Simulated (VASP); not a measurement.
Here is a VASP 6.6.1 calculation.

File INCAR:

```
SYSTEM = Ru
PREC     = Accurate       ! precision mode
ENCUT    = 520            ! plane-wave cutoff, eV
EDIFF    = 1E-7           ! SCF threshold, eV
ISMEAR   = -1             ! smearing method
SIGMA    = 0.1            ! smearing width, eV
LREAL    = .False.        ! projectors in reciprocal space
LASPH    = .True.         ! aspherical terms in the spheres
NELM     = 60             ! most SCF steps
ALGO     = Normal         ! electronic algorithm
ISIF     = 2              ! what is computed and relaxed
LWAVE    = .False.        ! write WAVECAR
LCHARG   = .True.         ! write CHGCAR
GGA      = B5             ! functional
ALDAX    = 1.0          
AGGAX    = 1.0          
AGGAC    = 1.0          
ALDAC    = 0.0          
LELF     = .True.         ! ELF
LVHAR    = .True.       
NBANDS   = 21             ! bands
```

File KPOINTS:

```
Automatic mesh
0
Gamma
  11 11 11
  0 0 0
```

The input POSCAR:

```
Ru
1.0
    0.0000000000      2.6535704657      2.6535704657
    2.6535704657      0.0000000000      2.6535704657
    2.6535704657      2.6535704657      0.0000000000
Ru
2
Direct
    0.1250000000      0.1250000000      0.1250000000
    0.8750000000      0.8750000000      0.8750000000
```

Potentials or basis: VASP PAW PBE potentials, release 64 (Ru_pv).

Run with:

```bash
$ cat potpaw_PBE.64/Ru_pv/POTCAR > POTCAR
$ mpirun -np 1 vasp_std > vasp.out
```

(1) Estimate the band gap on the k mesh.

(2) Estimate the pressure.

Results:

(1) zero (band 14 reaches 9.00 eV, above the bottom of band 15 at 8.07 eV).

(2) 25.8 GPa.

Caveat: the PAW data sets were made with another functional, which shifts forces and pressure a little.
